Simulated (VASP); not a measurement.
Cd2Si: single point with LDA

Cd2Si:

```
Cd Si
1.0
     0.00000    2.36132    7.09442
     1.74073    0.00000    7.09442
     1.74073    2.36132    0.00000
Cd Si
2 1
Cartesian
  1.7407 2.3613 4.8048
  1.7407 2.3613 9.3841
  0.0000 0.0000 0.0000
```

| Quantity | Value |
| --- | --- |
| Program | VASP 6.6.1 |
| Task | single point |
| Functional | LDA |
| Potentials or basis | VASP PAW LDA potentials, release 64 (Cd, Si) |
| Cutoff | 520 eV |
| k mesh | 8 × 8 × 8 |
| Occupations | gaussian, width 0.025 eV |
| Spin | no spin polarisation |

```
Pressure               : -1.1 GPa
Largest force          : 0.022 eV/Å
Band gap on the k mesh : zero (band 14 reaches 7.37 eV, above the bottom of band 15 at 3.36 eV)
```

Forces on the atoms (eV/Å):
```
Cd   0.000  0.000 -0.022
Cd   0.000  0.000  0.022
Si   0.000  0.000  0.000
```

Stress tensor (GPa, compression positive):
```
 0.09  0.00  0.00
 0.00 -1.30  0.00
 0.00  0.00 -2.00
```

Levels at points of the mesh, in eV from the Fermi level:
| k point | band 10 | band 11 | band 12 | band 13 | band 14 | band 15 | band 16 | band 17 | band 18 | band 19 |
| --- | --- | --- | --- | --- | --- | --- | --- | --- | --- | --- |
| (0.00, 0.00, 0.00) | -8.56 | -8.52 | -7.03 | -6.62 | 2.61 | 2.69 | 5.19 | 6.58 | 8.28 | 9.85 |
| (0.50, 0.00, 0.00) | -8.44 | -6.42 | -4.72 | -3.21 | -2.03 | 0.06 | 0.58 | 4.37 | 4.70 | 5.55 |
| (0.50, 0.50, 0.00) | -8.57 | -8.55 | -8.50 | -3.38 | -2.20 | 5.07 | 6.53 | 8.27 | 8.65 | 8.84 |
| (0.50, 0.00, 0.50) | -8.08 | -4.48 | -3.77 | 0.14 | 0.42 | 0.59 | 0.71 | 0.79 | 3.53 | 3.72 |
| (0.00, 0.50, 0.50) | -8.08 | -4.47 | -3.32 | -1.41 | -0.34 | 0.34 | 2.07 | 2.97 | 3.10 | 5.40 |

Run time: 100 s on 1 thread of Intel(R) Xeon(R) Platinum 8559C (Emerald Rapids), on a shared host, peak memory 0.26 GiB.
